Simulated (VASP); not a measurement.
Wanted: the native input for a VASP 6.6.1 run.

```yaml
Task: single point
Functional: LDA
Potentials_or_basis: VASP PAW LDA potentials, release 64 (Al)
Cutoff: 520 eV
k_mesh: 22 × 22 × 22
Occupations: gaussian, width 0.15 eV
Spin: no spin polarisation
Dipole_correction: no
Further_INCAR_settings: ALGO = Fast; EDIFF = 1e-06; NBANDS = 8
```

The structure of Al lies in POSCAR:

```
Al
1.0
   -1.6456712390      1.6456712390      1.4172520710
    1.6456712390     -1.6456712390      1.4172520710
    1.6456712390      1.6456712390     -1.4172520710
Al
1
Direct
    0.0000000000      0.0000000000      0.0000000000
```

These files were run (other wordings do the same):

INCAR

```
PREC = Accurate
ENCUT = 520
EDIFF = 1E-6
ISMEAR = 0
SIGMA = 0.15
LREAL = False
LASPH = True
NELM = 60
ALGO = Fast
ISIF = 2
LWAVE = False
LCHARG = True
GGA = CA
LELF = True
LVHAR = True
NBANDS = 8
```

KPOINTS

```
Automatic mesh
0
Gamma
  22 22 22
```

Potentials or basis: VASP PAW LDA potentials, release 64 (Al).

Launch:

```sh
$ cat potpaw_LDA.64/Al/POTCAR > POTCAR
$ mpirun -np 1 vasp_std > vasp.out
```

Results of the run:

- Pressure: 4.8 GPa
- Band gap on the k mesh: zero (an odd number of electrons rules out a gap without spin polarisation)

Caveat: the cell stands under pressure.

Wall time 2.2 min on 1 thread of AMD EPYC 7571, on a shared host, peak memory 0.15 GiB.
